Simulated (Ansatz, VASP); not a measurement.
One calculation of Zr, two programs

```xyz
1
Lattice="3.0200 0.0000 0.0000 -1.5100 2.6154 0.0000 0.0000 0.0000 3.0219" Properties=species:S:1:pos:R:3 pbc="T T T"
Zr    0.0000    0.0000    0.0000
```

Alike in both runs: functional PBE; k mesh 16 × 16 × 14; occupations fermi-dirac, width 0.1 eV; no spin polarisation.

Ansatz relaxed the structure, and its values are those at the end. VASP's run is a single point on that final structure, the one shown.

|  | VASP | Ansatz |
| --- | --- | --- |
| version | VASP 6.6.1 | Ansatz 0.2.0 |
| potentials or method | VASP PAW PBE potentials, release 64 (Zr_sv) | PAW with Ansatz's default frozen-core files, scalar-relativistic |
| plane-wave cutoff (eV) | 520 | 420 |
| valence electrons in the cell | 12 | 12 |

|  | VASP | Ansatz | Ansatz less VASP |
| --- | --- | --- | --- |
| pressure (GPa) | 0.0 | 0.0 | -0.03 |

The functional is the same, so the differences come from potentials, cutoffs and numerics.
